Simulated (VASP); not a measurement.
# WC (P1) in VASP: a series of runs

Runs on WC. Level: PBEsol. Tasks: single point.

All numbers are computed with VASP 6.6.1; they aren't measurements. Logs are shortened: lines on timing, memory, paths and dates and some standing lists are left out, and cuts for length are marked.

## Step 1: The cell of the first run

The typed cell holds 16 atoms: a = 5.772 Å, b = 4.999 Å, c = 5.648 Å, α = 90.00°, β = 90.00°, γ = 90.00°.

## Step 2: Single point, PBEsol

File INCAR:

```
SYSTEM = WC
PREC = Accurate
ENCUT = 520
EDIFF = 1E-6
ISMEAR = -1
SIGMA = 0.17
LREAL = Auto
LASPH = .TRUE.
NELM = 80
ALGO = Normal
ISIF = 2
LWAVE = .FALSE.
LCHARG = .FALSE.
GGA = PS
NBANDS = 86
```

File KPOINTS:

```
regular mesh
0
G
  3 3 3
  0 0 0
```

File POSCAR:

```
WC
1.0
   -2.8860900000     -4.9988550000      0.0000000000
    4.3291350000     -2.4994270000      0.0000000000
    0.0000000000      0.0000000000      5.6483400000
W C
8 8
Direct
    0.7400078046      0.4800333380     -0.0036824979
    0.7945084176      0.4808172531      0.4816813435
    0.5058120772     -0.0041534445     -0.0034877504
    0.5115214351     -0.0085705577      0.5144520337
    0.2598338008      0.5176100385      0.0081085770
    0.2568624984      0.5157908654      0.5174617675
    0.0013568404     -0.0163968175      0.0060725806
    0.0195436810      0.0089636434      0.5020944207
    0.5467491192      0.6486208366      0.2590318571
    0.5008376017      0.6528238075      0.7502912360
    0.2607913110      0.1723363200      0.2559867147
    0.2532879711      0.1710992797      0.7469451202
    0.0303366859      0.6555707793      0.2608199931
    0.0008740534      0.6855694260      0.7587361951
    0.7729184032      0.1588335948      0.2280670073
    0.7360630755      0.1694898130      0.7541153684
```

Potentials or basis: VASP PAW PBE potentials, release 64 (W_sv, C).

Launch:

```console
$ cat potpaw_PBE.64/W_sv/POTCAR potpaw_PBE.64/C/POTCAR > POTCAR
$ mpirun -np 1 vasp_std > vasp.out
```

OUTCAR:

```text
SYSTEM = WC
   PREC = Accurate
   ENCUT = 520
   EDIFF = 1E-6
   ISMEAR = -1
   LREAL = Auto
   LASPH = .TRUE.
   NELM = 80
   ISIF = 2
   GGA = PS

 ion  position               nearest neighbor table
   1  0.740  0.480  0.996-   9 2.04  16 2.07  15 2.08  10 2.14  14 2.26  13 2.41   2 2.76   3 2.77
                             5 2.78   7 2.90   3 2.91   2 2.92   7 2.94   5 3.01
   2  0.795  0.481  0.482-  13 2.04   9 2.08  15 2.16  16 2.21  14 2.22  10 2.43   6 2.68   8 2.70
                             1 2.76   1 2.92   8 2.94   4 2.95   4 3.04   6 3.11
   3  0.506  0.996  0.997-  16 2.10  15 2.18  10 2.21  12 2.21  11 2.22   9 2.30   4 2.72   1 2.77
                             5 2.78   7 2.86   1 2.91   7 2.91   4 2.93   5 2.97
   4  0.512  0.991  0.514-  16 2.07  10 2.15  12 2.18  11 2.25   9 2.25  15 2.37   3 2.72   6 2.80
                             8 2.84   3 2.93   8 2.93   2 2.95   6 3.01   2 3.04
   5  0.260  0.518  0.008-  13 2.07  10 2.12  14 2.22  11 2.22  12 2.28   9 2.28   7 2.77   6 2.77
                             1 2.78   3 2.78   6 2.88   3 2.97   1 3.01   7 3.06
   6  0.257  0.516  0.517-  10 2.04  13 2.07  12 2.16  14 2.18  11 2.26   9 2.32   2 2.68   5 2.77
                             4 2.80   8 2.82   5 2.88   8 2.88   4 3.01   2 3.11
   7  0.001  0.984  0.006-  15 2.02  14 2.04  13 2.19  11 2.26  12 2.27  16 2.29   5 2.77   8 2.81
                             8 2.85   3 2.86   1 2.90   3 2.91   1 2.94   5 3.06
   8  0.020  0.009  0.502-  12 2.10  11 2.13  14 2.17  13 2.23  15 2.23  16 2.31   2 2.70   7 2.81
                             6 2.82   4 2.84   7 2.85   6 2.88   4 2.93   2 2.94
   9  0.547  0.649  0.259-   1 2.04   2 2.08   4 2.25   5 2.28   3 2.30   6 2.32
  10  0.501  0.653  0.750-   6 2.04   5 2.12   1 2.14   4 2.15   3 2.21   2 2.43
  11  0.261  0.172  0.256-   8 2.13   3 2.22   5 2.22   4 2.25   7 2.26   6 2.26
  12  0.253  0.171  0.747-   8 2.10   6 2.16   4 2.18   3 2.21   7 2.27   5 2.28
  13  0.030  0.656  0.261-   2 2.04   5 2.07   6 2.07   7 2.19   8 2.23   1 2.41
  14  0.001  0.686  0.759-   7 2.04   8 2.17   6 2.18   2 2.22   5 2.22   1 2.26
  15  0.773  0.159  0.228-   7 2.02   1 2.08   2 2.16   3 2.18   8 2.23   4 2.37
  16  0.736  0.169  0.754-   1 2.07   4 2.07   3 2.10   2 2.21   7 2.29   8 2.31

  LATTYP: Found a simple orthorhombic cell.
 ALAT       =     4.9988543864
 B/A-ratio  =     1.1299268919
 C/A-ratio  =     1.1547006521

  Lattice vectors:

 A1 = (   4.3291350000,  -2.4994270000,   0.0000000000)
 A2 = (   0.0000000000,   0.0000000000,   5.6483400000)
 A3 = (  -2.8860900000,  -4.9988550000,   0.0000000000)

Analysis of symmetry for initial positions (statically):
=====================================================================
 Subroutine PRICEL returns:
 Original cell was already a primitive cell.

 Routine SETGRP: Setting up the symmetry group for a
 simple orthorhombic supercell.

 Subroutine GETGRP returns: Found  1 space group operations
 (whereof  1 operations were pure point group operations)
 out of a pool of  8 trial point group operations.
[... 146 lines left out ...]
   EFERMI =   0.00;   METHOD = LEGACY
   ISMEAR =    -1;   SIGMA  =   0.17  broadening in eV -4-tet -1-fermi 0-gaus
   EFERMI_NEDOS =   21; number of points for ismear=-14 and -15
   IALGO  =     38    algorithm
   IMIX   =      4    mixing-type and parameters
     AMIX     =   0.40;   BMIX     =  1.00
     AMIX_MAG =   1.60;   BMIX_MAG =  1.00
  volume/ion in A,a.u.               =      10.19        68.74
  Fermi-wavevector in a.u.,A,eV,Ry     =   1.570912  2.968594 33.575985  2.467765
  Thomas-Fermi vector in A             =   2.672575
   LORBIT       =      0    0 simple, 1 ext, 2 COOP (PROOUT), +10 PAW based schemes
   GGA     = PS    functional components
   LHFCALC =     F    Hartree Fock is set to
   AEXX    =    0.0000 exact exchange contribution
   IVDW    =     0    specifies the selected vdW correction
   LEPSILON=     F    determine dielectric tensor
   LRPA    =     F    only Hartree local field effects (RPA)
 non-spin polarized calculation
  energy-cutoff  :      520.00
  volume of cell :      162.98
 maximum number of plane-waves:      4399
 NGX is ok and might be reduce to    48
   NGX = 21   NGY = 19   NGZ = 21

 number of electron     144.0000003 magnetization

 Free energy of the ion-electron system (eV)
  ---------------------------------------------------
  ext. energy  EPLUGINS =         0.00000000
  ---------------------------------------------------
  free energy    TOTEN  =      -188.11784041 eV

  energy without entropy =     -187.84299872  energy(sigma->0) =     -187.98041957

 E-fermi :  11.4211     XC(G=0): -14.0143

 val. band max:       11.3602562273   @ k =  -0.3333   0.0000   0.3333
 cond. band min:      11.4216673899   @ k =   0.3333   0.0000   0.0000
 fundamental gap:      0.0614111626
 Fermi energy:        11.4211092615

 k-point     1 :       0.0000    0.0000    0.0000
  band No.  band energies     occupation
      1     -62.6845      2.00000
      2     -62.6396      2.00000
      3     -62.6163      2.00000
      4     -62.5799      2.00000
      5     -62.5672      2.00000
      6     -62.5412      2.00000
[... 1207 lines left out ...]
     83      15.1880      0.00000
     84      15.3804      0.00000
 [bands above 84 left out]

------------------------ aborting loop because EDIFF is reached ----------------------------------------

  FORCE on cell =-STRESS in cart. coord.  units (eV):
  Direction    XX          YY          ZZ          XY          YZ          ZX
  --------------------------------------------------------------------------------------
  -------------------------------------------------------------------------------------
  Total       13.6187068     15.0009742     11.7426256      0.5497374     -0.5283036      1.9946681
  in kB      133.8798566    147.4683539    115.4368806      5.4042403     -5.1935333     19.6087550
  external PRESSURE =     132.2616970 kB  Pullay stress =       0.0000000 kB

 VOLUME and BASIS-vectors are now :
 -----------------------------------------------------------------------------
  energy-cutoff  :      520.00
  volume of cell :      162.98
      direct lattice vectors                 reciprocal lattice vectors
    -2.886090000 -4.998855000  0.000000000    -0.086622372 -0.150034365  0.000000000
     4.329135000 -2.499427000  0.000000000     0.173244779 -0.100022910  0.000000000
     0.000000000  0.000000000  5.648340000     0.000000000  0.000000000  0.177043167

 POSITION                                       TOTAL-FORCE (eV/Angst)
 -----------------------------------------------------------------------------------
     -0.05760     -4.89900      5.62754         0.142036     -4.673907     -0.814512
     -0.21150     -5.17340      2.72070         4.077596      3.498164      3.945094
      2.85134     -5.01753      5.62864        -0.115606      0.546296      1.976749
      2.81574     -5.03503      2.90580         0.360934     -0.459948     -3.276314
      1.49090     -2.59260      0.04580        -3.014182      1.532272     -0.043936
      1.49160     -2.57320      2.92280        -3.598014     -0.510018     -2.379706
[... 8 lines left out ...]
     -1.54310     -4.26070      1.28820         0.266850      1.533023      2.679961
     -1.39060     -4.10310      4.25950        -1.793174     -1.459720     -0.877768
 -----------------------------------------------------------------------------------
    total drift:                               -0.001164     -0.007655     -0.020219

  FREE ENERGIE OF THE ION-ELECTRON SYSTEM (eV)
  ---------------------------------------------------
  free  energy   TOTEN  =      -188.1178404148 eV

  energy  without entropy=     -187.8429987236  energy(sigma->0) =     -187.98041957
```

stdout:

```text
POSCAR found type information on POSCAR W C
 POSCAR found :  2 types and      16 ions
 scaLAPACK will be used
 -----------------------------------------------------------------------------
|                                                                             |
|                                                                             |
|     You enforced a specific xc type in the INCAR file but a different       |
|     I HOPE YOU KNOW WHAT YOU ARE DOING!                                     |
|                                                                             |
 -----------------------------------------------------------------------------

 LDA part: xc-table for (Slater+PW92), standard interpolation
 POSCAR, INCAR and KPOINTS ok, starting setup
 FFT: planning ... GRIDC
 FFT: planning ... GRID_SOFT
 FFT: planning ... GRID
 WAVECAR not read
 entering main loop
```

Wall time 4.8 min (1 thread of AMD EPYC 7R13 (Zen 3), shared host); peak memory 0.31 GiB.

Results:

```
Free energy            : -188.1178 eV
Pressure               : 13.2 GPa
Largest force          : 6.665 eV/Å
Band gap on the k mesh : zero (bands 72 and 73 overlap by 0.07 eV)
```

Forces in eV/Å, atoms in the order of the input:
```
W    0.142 -4.674 -0.815
W    4.078  3.498  3.945
W   -0.116  0.546  1.977
W    0.361 -0.460 -3.276
W   -3.014  1.532 -0.044
W   -3.598 -0.510 -2.380
W    1.258 -2.870 -1.019
W   -0.542  1.947 -0.103
C    3.091  2.075  0.184
C    0.519 -1.742  0.494
C   -0.664 -0.456 -0.173
C   -0.051 -0.170  1.367
C    1.991  0.238 -1.212
C   -1.929  0.971 -0.748
C    0.267  1.533  2.680
C   -1.793 -1.460 -0.878
```

Levels at points of the mesh, in eV from the Fermi level:
```
           k point  band 68  band 69  band 70  band 71  band 72  band 73  band 74  band 75  band 76  band 77
(0.00, 0.00, 0.00)    -0.94    -0.83    -0.55    -0.28     0.01     0.30     0.85     0.93     1.87     2.10
```

Caveat: the k points lie up to 0.42 Å⁻¹ apart; the PAW data sets were made with another functional, which shifts forces and pressure a little; spin-orbit coupling is left out, which moves the levels of the heavy elements.

## Step 3: Single point, PBEsol

File INCAR:

```
SYSTEM = WC
PREC = Accurate ; ENCUT = 520
EDIFF = 1E-6 ; ISMEAR = -1
SIGMA = 0.17 ; LREAL = Auto
LASPH = .TRUE. ; NELM = 100
ALGO = Normal ; ISIF = 2
LWAVE = .FALSE. ; LCHARG = .TRUE.
GGA = PS ; LELF = .TRUE.
LVHAR = .TRUE. ; NBANDS = 86
```

KPOINTS is that of step 2.

File POSCAR:

```
WC
1.0
   -2.8860900000     -4.9988550000      0.0000000000
    4.3291350000     -2.4994270000      0.0000000000
    0.0000000000      0.0000000000      5.6483400000
W C
8 8
Direct
    0.7652564359      0.4651042176      0.0173856390
    0.7615033525      0.5122194643      0.5257650920
    0.5002681796     -0.0053084530      0.0257597807
    0.4874184530     -0.0226988710      0.5299256065
    0.2595865309      0.4602513184      0.0186780541
    0.2516465143      0.4602477143      0.5023068725
    0.0198529255     -0.0322241441      0.0350722513
    0.0116584142      0.0092506315      0.5204183884
    0.5353550360      0.6477235789      0.2786128314
    0.5156852536      0.6252089745      0.7589840555
    0.2601247314      0.1451429411      0.2634933449
    0.2632823038      0.1683145534      0.7777683355
    0.0271674850      0.6493463029      0.2902622717
   -0.0199919487      0.6372407968      0.7762103556
    0.7844705844      0.1432509518      0.2560221233
    0.7434912103      0.1567940356      0.7901436528
```

Potentials or basis: VASP PAW PBE potentials, release 64 (W_sv, C).

Launch:

```console
$ cat potpaw_PBE.64/W_sv/POTCAR potpaw_PBE.64/C/POTCAR > POTCAR
$ mpirun -np 1 vasp_std > vasp.out
```

It took 5.7 min on 1 thread of AMD EPYC 7R13 (Zen 3), shared host; peak memory 0.31 GiB.

Results (log left out):

```
Free energy            : -187.2720 eV
Pressure               : 16.3 GPa
Largest force          : 6.506 eV/Å
Band gap on the k mesh : zero (bands 72 and 73 overlap by 0.21 eV)
```

Forces on the atoms (eV/Å):
```
W    2.883 -0.378  2.314
W   -4.606  2.359 -1.462
W   -4.544 -0.407 -0.140
W   -1.881 -3.272 -1.015
W    3.952 -2.697  0.082
W    2.200 -4.428  4.229
W    1.157  1.437 -3.569
W   -2.343  3.540  1.831
C    1.716  1.981 -1.647
C    2.682  1.143  1.729
C   -0.416 -0.076  1.160
C   -1.830  2.493 -0.928
C    1.305  1.021 -2.316
C   -0.295 -4.282  0.321
C    1.884  1.822  1.967
C   -1.863 -0.255 -2.555
```

Stress tensor (GPa, compression positive):
```
18.81  0.08  1.13
 0.08 14.73 -0.50
 1.13 -0.50 15.50
```

Levels at points of the mesh, in eV from the Fermi level:
| k point | band 70 | band 71 | band 72 | band 73 | band 74 | band 75 |
| --- | --- | --- | --- | --- | --- | --- |
| (0.00, 0.00, 0.00) | -0.58 | -0.34 | 0.13 | 0.35 | 0.84 | 0.93 |

Caveat: the k points lie up to 0.42 Å⁻¹ apart; the PAW data sets were made with another functional, which shifts forces and pressure a little; spin-orbit coupling is left out, which moves the levels of the heavy elements.

The gap in the log of VASP goes by the Fermi energy; the results here count the filled bands.